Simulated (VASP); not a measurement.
Wanted: the native input for a VASP 6.6.1 run.

```yaml
Task: single point
Functional: LDA
Potentials_or_basis: VASP PAW LDA potentials, release 64 (Al)
Cutoff: 520 eV
k_mesh: 18 × 18 × 10
Occupations: fermi-dirac, width 0.15 eV
Spin: no spin polarisation
Dipole_correction: no
Further_INCAR_settings: ALGO = Normal; EDIFF = 1e-07; NBANDS = 10
```

The structure of Al lies in POSCAR:

```
Al
1.0
    2.8166620376      0.0000000000      0.0000000000
   -1.4083310188      2.4393008784      0.0000000000
    0.0000000000      0.0000000000      4.6444755909
Al
2
Direct
    0.6666666667      0.3333333333      0.7500000000
    0.3333333333      0.6666666667      0.2500000000
```

This isn't the form of Al at room conditions, which is fcc.

These files were run (other wordings do the same):

INCAR

```
SYSTEM = Al
  ALGO = Normal
  EDIFF = 1E-7
  ENCUT = 520
  GGA = CA
  ISIF = 2
  ISMEAR = -1
  LASPH = .TRUE.
  LCHARG = .FALSE.
  LREAL = .FALSE.
  LWAVE = .FALSE.
  NBANDS = 10
  NELM = 100
  PREC = Accurate
  SIGMA = 0.15
```

KPOINTS

```
k-points
0
G
  18 18 10
  0 0 0
```

Potentials or basis: VASP PAW LDA potentials, release 64 (Al).

Command:

```sh
$ cat potpaw_LDA.64/Al/POTCAR > POTCAR
$ mpirun -np 1 vasp_std > vasp.out
```

Results of the run:

```yaml
Pressure: 0.1 GPa
Band_gap_on_the_k_mesh: zero (bands 3 and 4 overlap by 7.37 eV)
```

Run time: 35 s on 1 thread of Intel Xeon 8259CL (shared host), peak memory 0.17 GiB.
